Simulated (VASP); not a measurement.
Runs of VASP 6.6.1 on NaH. The structure is that of space group Fm-3m (No. 225), or close to it. The cells are those of the table. 

| task | level | cell | k mesh | cutoff (eV) | smearing | grid for exact exchange (PRECFOCK) | share of exact exchange | screening parameter | gap on the mesh (eV) | pressure (GPa) |
| --- | --- | --- | --- | --- | --- | --- | --- | --- | --- | --- |
| single point | PBE | a = 3.391 Å, angles 60.0°, 2 atoms | 6 × 6 × 6 | 520 | gaussian 0.01 eV | - | - | - | 3.85 | (a) |
| relaxation of cell and atoms | PBEsol | relaxed from a = 3.417 Å, angles 60.0°, 2 atoms | 8 × 8 × 8 | 600 | fermi-dirac 0.02 eV | - | - | - | 3.60 | 0.0 |
| dielectric tensor | r2SCAN | a = 3.391 Å, angles 60.0°, 2 atoms | 8 × 8 × 8 | 520 | gaussian 0.01 eV | - | - | - | (b) | - |
| single point | HSE06 | a = 3.391 Å, angles 60.0°, 2 atoms | 6 × 6 × 6 | 520 | gaussian 0.01 eV | Normal | 0.25 | 0.2079 1/Å | 4.89 | 0.2 |
| single point | PBEsol | a = 3.388 Å, angles 60.0°, 2 atoms | 8 × 8 × 8 | 520 | fermi-dirac 0.02 eV | - | - | - | 3.60 | 0.0 |

Alike in all rows: potentials or basis VASP PAW PBE potentials, release 64 (Na_pv, H); no spin polarisation.

**Question.** Fill in the values left out.

**Answer.** (a) 0.5; (b) 4.41.

Caveats: the PAW data sets were made with another functional, which shifts forces and pressure a little (at least some runs).

A k mesh can miss the band edges.
